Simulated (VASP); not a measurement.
# TlRh2 (P6_3/mmc) in VASP: single point with PBE

Aim: the single point of TlRh2 with PBE.

All numbers are computed with VASP 6.6.1; they aren't measurements. Logs are shortened: lines on timing, memory, paths and dates and some standing lists are left out, and cuts for length are marked.

### 1 The cell of the first run

It takes space group P6_3/mmc (No. 194, hexagonal). Conventional cell: a = 2.987 Å, b = 2.987 Å, c = 20.504 Å, α = 90.00°, β = 90.00°, γ = 120.00°. Within 3.0 Å of Tl (site symmetry -3m) lie 6 Rh at 2.16 Å and 6 Tl at 2.99 Å. Rh (site symmetry 3m) has 3 Tl at 2.16 Å and 6 Rh at 2.99 Å within 3.0 Å.

The cell was built from a structure type or drawn by symmetry, and may not be a known phase.

### 2 Single point, PBE

INCAR

```
SYSTEM = TlRh2
PREC = Accurate
ENCUT = 520
EDIFF = 1E-6
ISMEAR = 0
SIGMA = 0.1
LREAL = .False.
LASPH = .True.
NELM = 100
ALGO = Fast
ISIF = 2
LWAVE = .False.
LCHARG = .False.
GGA = PE
NBANDS = 52
```

KPOINTS

```
regular mesh
0
Gamma
  6 6 1
  0 0 0
```

POSCAR

```
TlRh2
1.0
    2.9871313100      0.0000000000      0.0000000000
   -1.4935656500      2.5869315900      0.0000000000
    0.0000000000      0.0000000000     20.5040880600
Tl Rh
2 4
Direct
    0.0000000000      0.0000000000      0.0000000000
    0.0000000000      0.0000000000      0.5000000000
    0.3333333300      0.6666666700      0.9363430100
    0.3333333300      0.6666666700      0.5636569900
    0.6666666700      0.3333333300      0.0636569900
    0.6666666700      0.3333333300      0.4363430100
```

Potentials or basis: VASP PAW PBE potentials, release 64 (Tl_d, Rh_pv).

On the command line:

```console
$ cat potpaw_PBE.64/Tl_d/POTCAR potpaw_PBE.64/Rh_pv/POTCAR > POTCAR
$ mpirun -np 1 vasp_std > vasp.out
```

OUTCAR:

```text
SYSTEM = TlRh2
   PREC = Accurate
   ENCUT = 520
   EDIFF = 1E-6
   ISMEAR = 0
   LREAL = .False.
   LASPH = .True.
   NELM = 100
   ISIF = 2
   GGA = PE

 ion  position               nearest neighbor table
   1  0.000  0.000  0.000-   3 2.16   5 2.16   3 2.16   5 2.16   5 2.16   3 2.16   5 3.69   3 3.69
                             3 3.69   5 3.69   3 3.69   5 3.69
   2  0.000  0.000  0.500-   4 2.16   6 2.16   4 2.16   6 2.16   6 2.16   4 2.16   6 3.69   4 3.69
                             4 3.69   6 3.69   4 3.69   6 3.69
   3  0.333  0.667  0.936-   1 2.16   1 2.16   1 2.16   5 3.13   5 3.13   5 3.13   1 3.69   1 3.69
                             1 3.69
   4  0.333  0.667  0.564-   2 2.16   2 2.16   2 2.16   6 3.13   6 3.13   6 3.13   2 3.69   2 3.69
                             2 3.69
   5  0.667  0.333  0.064-   1 2.16   1 2.16   1 2.16   3 3.13   3 3.13   3 3.13   1 3.69   1 3.69
                             1 3.69
   6  0.667  0.333  0.436-   2 2.16   2 2.16   2 2.16   4 3.13   4 3.13   4 3.13   2 3.69   2 3.69
                             2 3.69

  LATTYP: Found a hexagonal cell.
 ALAT       =     2.9871313100
 C/A-ratio  =     6.8641401840

  Lattice vectors:

 A1 = (   2.9871313100,   0.0000000000,   0.0000000000)
 A2 = (  -1.4935656500,   2.5869315900,   0.0000000000)
 A3 = (   0.0000000000,   0.0000000000,  20.5040880600)

Analysis of symmetry for initial positions (statically):
=====================================================================
 Subroutine PRICEL returns:
 Original cell was already a primitive cell.

 Routine SETGRP: Setting up the symmetry group for a
 hexagonal supercell.

 Subroutine GETGRP returns: Found 24 space group operations
 (whereof 12 operations were pure point group operations)
 out of a pool of 24 trial point group operations.

The static configuration has the point symmetry D_3d.
 The point group associated with its full space group is D_6h.

Analysis of symmetry for dynamics (positions and initial velocities):
=====================================================================
 Subroutine PRICEL returns:
 Original cell was already a primitive cell.

 Routine SETGRP: Setting up the symmetry group for a
 hexagonal supercell.

 Subroutine GETGRP returns: Found 24 space group operations
 (whereof 12 operations were pure point group operations)
 out of a pool of 24 trial point group operations.

The dynamic configuration has the point symmetry D_3d.
 The point group associated with its full space group is D_6h.

 Subroutine INISYM returns: Found 24 space group operations
 (whereof 12 operations are pure point group operations),
 and found     1 'primitive' translations

----------------------------------------------------------------------------------------

                                     Primitive cell

  volume of cell :     158.4454

  direct lattice vectors                    reciprocal lattice vectors
     2.987131310  0.000000000  0.000000000     0.334769348  0.193279173  0.000000000
    -1.493565650  2.586931590  0.000000000     0.000000000  0.386558347  0.000000000
     0.000000000  0.000000000 20.504088060     0.000000000  0.000000000  0.048770762

  length of vectors
     2.987131310  2.987131300 20.504088060     0.386558346  0.386558347  0.048770762

  position of ions in fractional coordinates (direct lattice)
     0.000000000  0.000000000  0.000000000
     0.000000000  0.000000000  0.500000000
     0.333333330  0.666666670  0.936343010
     0.333333330  0.666666670  0.563656990
     0.666666670  0.333333330  0.063656990
     0.666666670  0.333333330  0.436343010

  ion indices of the primitive-cell ions
   primitive index   ion index
                 1           1
                 2           2
                 3           3
                 4           4
                 5           5
                 6           6

----------------------------------------------------------------------------------------

 KPOINTS: regular mesh

Automatic generation of k-mesh.
 Grid dimensions read from file:
 generate k-points for:    6    6    1

 Generating k-lattice:

  Cartesian coordinates                     Fractional coordinates (reciprocal lattice)
     0.055794891  0.032213196  0.000000000     0.166666667  0.000000000  0.000000000
     0.000000000  0.064426391  0.000000000     0.000000000  0.166666667  0.000000000
     0.000000000  0.000000000  0.048770762     0.000000000  0.000000000  1.000000000

  Length of vectors
     0.064426391  0.064426391  0.048770762

  Shift w.r.t. Gamma in fractional coordinates (k-lattice)
     0.000000000  0.000000000  0.000000000

 Subroutine IBZKPT returns following result:
 ===========================================

 Found      7 irreducible k-points:

 Following reciprocal coordinates:
            Coordinates               Weight
  0.000000  0.000000  0.000000      1.000000
  0.166667  0.000000  0.000000      6.000000
  0.333333  0.000000  0.000000      6.000000
  0.500000 -0.000000  0.000000      3.000000
  0.166667  0.166667  0.000000      6.000000
  0.333333  0.166667  0.000000     12.000000
  0.333333  0.333333  0.000000      2.000000
   k-points           NKPTS =      7   k-points in BZ     NKDIM =      7   number of bands    NBANDS=     52
   number of dos      NEDOS =    301   number of ions     NIONS =      6
   total plane-waves  NPLWV =  92160
   dimension x,y,z NGX =    24 NGY =   24 NGZ =  160
   dimension x,y,z NGXF=    48 NGYF=   48 NGZF=  320
   ions per type =               2   4
   NGX,Y,Z   is equivalent  to a cutoff of  13.36, 13.36, 12.97 a.u.
   NGXF,Y,Z  is equivalent  to a cutoff of  26.71, 26.71, 25.95 a.u.
 SYSTEM =  TlRh2
   PREC   = accura    normal or accurate (medium, high low for compatibility)
   ISTART =      0    job   : 0-new  1-cont  2-samecut
   ICHARG =      2    charge: 1-file 2-atom 10-const
   ISPIN  =      1    spin polarized calculation?
   LNONCOLLINEAR =      F non collinear calculations
   LSORBIT =      F    spin-orbit coupling
   LASPH  =      T    aspherical Exc in radial PAW
   ENCUT  =  520.0 eV  38.22 Ry    6.18 a.u.   5.55  5.55 38.12*2*pi/ulx,y,z
   NELM   =    100;   NELMIN=  2; NELMDL= -5     # of ELM steps
   EDIFF  = 0.1E-05   stopping-criterion for ELM
   LREAL  =      F    real-space projection
   EDIFFG = 0.1E-04   stopping-criterion for IOM
   NSW    =      0    number of steps for IOM
   IBRION =     -1    ionic relax: 0-MD 1-quasi-New 2-CG
   NFREE  =      0    steps in history (QN), initial steepest desc. (CG)
   ISIF   =      2    stress and relaxation
   ISYM   =      2    0-nonsym 1-usesym 2-fastsym
   POTIM  = 0.5000    time-step for ionic-motion
   TEBEG  =    0.0;   TEEND  =   0.0 temperature during run
   PSTRESS=    0.0 pullay stress
   NELECT =      86.0000    total number of electrons
   NUPDOWN=      -1.0000    fix difference up-down
   EMIN   =  10.00;   EMAX   =-10.00  energy-range for DOS
   EFERMI =   0.00;   METHOD = LEGACY
   ISMEAR =     0;   SIGMA  =   0.10  broadening in eV -4-tet -1-fermi 0-gaus
   EFERMI_NEDOS =   21; number of points for ismear=-14 and -15
   IALGO  =     68    algorithm
   IMIX   =      4    mixing-type and parameters
     AMIX     =   0.40;   BMIX     =  1.00
     AMIX_MAG =   1.60;   BMIX_MAG =  1.00
  volume/ion in A,a.u.               =      26.41       178.21
  Fermi-wavevector in a.u.,A,eV,Ry     =   1.335409  2.523558 24.263516  1.783318
  Thomas-Fermi vector in A             =   2.464116
   LORBIT       =      0    0 simple, 1 ext, 2 COOP (PROOUT), +10 PAW based schemes
   GGA     = PE    functional components
   LHFCALC =     F    Hartree Fock is set to
   AEXX    =    0.0000 exact exchange contribution
   IVDW    =     0    specifies the selected vdW correction
   LEPSILON=     F    determine dielectric tensor
   LRPA    =     F    only Hartree local field effects (RPA)
 non-spin polarized calculation
 RMM-DIIS sequential band-by-band and
 Gauss-broadening in eV      SIGMA  =   0.10
  energy-cutoff  :      520.00
  volume of cell :      158.45
 maximum number of plane-waves:      4337
 NGX is ok and might be reduce to    24
   NGX = 11   NGY = 11   NGZ = 77

 number of electron      85.9999993 magnetization

 Free energy of the ion-electron system (eV)
  ---------------------------------------------------
  ext. energy  EPLUGINS =         0.00000000
  ---------------------------------------------------
  free energy    TOTEN  =        -1.37900520 eV

  energy without entropy =       -1.33127830  energy(sigma->0) =       -1.35514175

 E-fermi :   4.7985     XC(G=0):  -8.3462

 val. band max:        4.7868058166   @ k =   0.1667   0.1667   0.0000
 cond. band min:       4.8574537504   @ k =   0.3333   0.0000   0.0000
 fundamental gap:      0.0706479338
 Fermi energy:         4.7984503099

 k-point     1 :       0.0000    0.0000    0.0000
  band No.  band energies     occupation
      1     -41.6749      2.00000
      2     -41.6749      2.00000
      3     -41.5647      2.00000
      4     -41.5647      2.00000
      5     -41.5647      2.00000
      6     -41.5647      2.00000
[... 44 lines left out ...]
     51       9.8760      0.00000
     52      11.8165      0.00000

 k-point     2 :       0.1667    0.0000    0.0000
  band No.  band energies     occupation
      1     -41.6603      2.00000
      2     -41.6603      2.00000
      3     -41.6140      2.00000
      4     -41.6140      2.00000
      5     -41.5736      2.00000
      6     -41.5736      2.00000
[... 44 lines left out ...]
     51      10.5753      0.00000
     52      12.8858      0.00000

 k-point     3 :       0.3333    0.0000    0.0000
  band No.  band energies     occupation
      1     -41.7170      2.00000
      2     -41.7170      2.00000
      3     -41.6781      2.00000
      4     -41.6781      2.00000
      5     -41.5922      2.00000
      6     -41.5922      2.00000
[... 44 lines left out ...]
     51      11.0610      0.00000
     52      11.8511      0.00000

 k-point     4 :       0.5000   -0.0000    0.0000
  band No.  band energies     occupation
      1     -41.7763      2.00000
      2     -41.7763      2.00000
      3     -41.7021      2.00000
      4     -41.7021      2.00000
      5     -41.6021      2.00000
      6     -41.6021      2.00000
[... 44 lines left out ...]
     51      10.6655      0.00000
     52      10.8128      0.00000

 k-point     5 :       0.1667    0.1667    0.0000
  band No.  band energies     occupation
      1     -41.6825      2.00000
      2     -41.6825      2.00000
      3     -41.6532      2.00000
      4     -41.6532      2.00000
      5     -41.6082      2.00000
      6     -41.6082      2.00000
[... 44 lines left out ...]
     51      13.1148      0.00000
     52      13.2831      0.00000

 k-point     6 :       0.3333    0.1667    0.0000
  band No.  band energies     occupation
      1     -41.7446      2.00000
      2     -41.7446      2.00000
      3     -41.6864      2.00000
      4     -41.6864      2.00000
      5     -41.6197      2.00000
      6     -41.6197      2.00000
[... 44 lines left out ...]
     51      11.4772      0.00000
     52      11.5077      0.00000

 k-point     7 :       0.3333    0.3333    0.0000
  band No.  band energies     occupation
      1     -41.7120      2.00000
      2     -41.7120      2.00000
      3     -41.6798      2.00000
      4     -41.6798      2.00000
      5     -41.6798      2.00000
      6     -41.6798      2.00000
[... 44 lines left out ...]
     51      11.9351      0.00000
     52      11.9841      0.00000

------------------------ aborting loop because EDIFF is reached ----------------------------------------

  FORCE on cell =-STRESS in cart. coord.  units (eV):
  Direction    XX          YY          ZZ          XY          YZ          ZX
  --------------------------------------------------------------------------------------
  -------------------------------------------------------------------------------------
  Total       96.7764794     96.7764788    109.0673655      0.0000002      0.0000000      0.0000000
  in kB      978.5898007    978.5897939   1102.8734681      0.0000019      0.0000000      0.0000000
  external PRESSURE =    1020.0176876 kB  Pullay stress =       0.0000000 kB

 VOLUME and BASIS-vectors are now :
 -----------------------------------------------------------------------------
  energy-cutoff  :      520.00
  volume of cell :      158.45
      direct lattice vectors                 reciprocal lattice vectors
     2.987131310  0.000000000  0.000000000     0.334769348  0.193279173  0.000000000
    -1.493565650  2.586931590  0.000000000     0.000000000  0.386558347  0.000000000
     0.000000000  0.000000000 20.504088060     0.000000000  0.000000000  0.048770762

 POSITION                                       TOTAL-FORCE (eV/Angst)
 -----------------------------------------------------------------------------------
      0.00000      0.00000      0.00000         0.000000      0.000000      0.000000
      0.00000      0.00000     10.25204         0.000000      0.000000      0.000000
     -0.00000      1.72462     19.19886         0.000000     -0.000000    -20.913299
     -0.00000      1.72462     11.55727         0.000000     -0.000000     20.913299
      1.49357      0.86231      1.30523        -0.000000      0.000000     20.913299
      1.49357      0.86231      8.94682         0.000000      0.000000    -20.913299
 -----------------------------------------------------------------------------------
    total drift:                                0.000000     -0.000000      0.000000

  FREE ENERGIE OF THE ION-ELECTRON SYSTEM (eV)
  ---------------------------------------------------
  free  energy   TOTEN  =        -1.3790052039 eV

  energy  without entropy=       -1.3312783034  energy(sigma->0) =       -1.35514175
```

Run time: 82 s. Hardware: 1 thread of Intel Xeon 8259CL, shared host; peak memory 0.31 GiB.

Results:

| Property | Result |
| --- | --- |
| Free energy | -1.3790 eV |
| Pressure | 102.0 GPa |
| Largest force | 20.913 eV/Å |
| Band gap on the k mesh | zero (bands 43 and 44 overlap by 3.55 eV) |

Forces on the atoms (eV/Å):
```
Tl    0.000   0.000   0.000
Tl    0.000   0.000   0.000
Rh    0.000   0.000 -20.913
Rh    0.000   0.000  20.913
Rh    0.000   0.000  20.913
Rh    0.000   0.000 -20.913
```

Levels at points of the mesh, in eV from the Fermi level:
```
           k point  band 39  band 40  band 41  band 42  band 43  band 44  band 45  band 46
(0.00, 0.00, 0.00)    -1.60    -1.60    -1.49    -1.45     0.11     0.25     0.38     0.38
(0.50, 0.00, 0.00)    -0.98    -0.98    -0.16    -0.16     0.13     0.13     0.47     0.47
```

Caveat: the k points lie up to 0.40 Å⁻¹ apart, too coarse for converged energies and pressures of a metal; spin-orbit coupling is left out, which moves the levels of the heavy elements; forces of over 1 eV/Å act on the atoms, so gaps and moduli don't describe the material at rest.
